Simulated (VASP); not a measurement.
Runs of VASP 6.6.1 on Be. The structure is that of space group P6_3/mmc (No. 194), or close to it. The cells are those of the table. 

```tsv
cell	k mesh	gap on the mesh (eV)	pressure (GPa)
a = 2.255, b = 2.255, c = 7.178 Å, angles 90.0, 90.0, 120.0°, 4 atoms	16 × 16 × 5	none	0.1
a = 2.255, b = 2.255, c = 7.178 Å, angles 90.0, 90.0, 120.0°, 4 atoms	21 × 21 × 6	none	0.2
a = 2.284, b = 2.284, c = 7.273 Å, angles 90.0, 90.0, 120.0°, 4 atoms	18 × 18 × 5	none	-4.4
a = 2.161, b = 2.161, c = 6.879 Å, angles 90.0, 90.0, 120.0°, 4 atoms	18 × 18 × 5	none	(a)
a = 2.255, b = 2.255, c = 7.178 Å, angles 90.0, 90.0, 120.0°, 4 atoms	18 × 18 × 5	none	0.1
```

Alike in all rows: task single point; level PBE; potentials or basis VASP PAW PBE potentials, release 64 (Be); no spin polarisation; cutoff (eV) 520; smearing fermi-dirac 0.1 eV.

Estimate the missing entries.

(a) 19.6.

A gap of «none» marks levels without a gap at the run's occupations.
